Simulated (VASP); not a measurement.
Runs of VASP 6.6.1 on Ge. The structure is that of space group Fd-3m (No. 227), or close to it. The cells are those of the table. 

```csv
task,cell,cutoff (eV),gap on the mesh (eV),pressure (GPa)
single point,"a = 4.000 Å, angles 60.0°, 2 atoms",520,none,(a)
relaxation of cell and atoms,"relaxed from a = 4.013 Å, angles 60.0°, 2 atoms",600,none,-0.1
single point,"a = 4.013 Å, angles 60.0°, 2 atoms",520,none,-0.1
single point,"a = 4.027 Å, angles 60.0°, 2 atoms",520,none,-0.8
```

Alike in all rows: level PBEsol; potentials or basis VASP PAW PBE potentials, release 64 (Ge_d); no spin polarisation; k mesh 13 × 13 × 13; smearing methfessel-paxton 0.05 eV.

Problem. Estimate the missing entries.

Solution. (a) 0.3.

Caveats: semilocal functionals underestimate gaps, so a narrow gap can read as zero; the PAW data sets were made with another functional, which shifts forces and pressure a little; the relaxation stopped at its first step, so nothing moved (at least some runs).

A k mesh can miss the band edges, and the runs leave out spin-orbit coupling on Ge.

A gap of «none» marks levels without a gap at the run's occupations.
